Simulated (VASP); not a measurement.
The system is ScAl3.

```
CELL_PARAMETERS angstrom
4.10533 0.00000 0.00000
0.00000 4.10533 0.00000
0.00000 0.00000 4.10533
ATOMIC_POSITIONS crystal
Sc 0.00000 0.00000 0.00000
Al 0.50000 0.00000 0.50000
Al 0.00000 0.50000 0.50000
Al 0.50000 0.50000 0.00000
```

Base run:

| Quantity | Value |
| --- | --- |
| Program | VASP 6.6.1 |
| Functional | PBE |
| Potentials or basis | VASP PAW PBE potentials, release 64 (Sc_sv, Al) |
| Cutoff | 520 eV |
| k mesh | 14 × 14 × 14 |
| Occupations | gaussian, width 0.15 eV |
| Spin | no spin polarisation |

Its results: band gap on the k mesh zero (bands 10 and 11 overlap by 3.91 eV); pressure 0.0 GPa.

Problem. The run is repeated on the same cell with these changes: functional from PBE to PBEsol. What comes out?

Solution. Band gap on the k mesh zero (bands 10 and 11 overlap by 3.92 eV); pressure -2.0 GPa.

PBEsol binds more tightly than PBE, so the same cell stands under less pressure.

Caveats: the PAW data sets were made with another functional, which shifts forces and pressure a little (at least some runs).
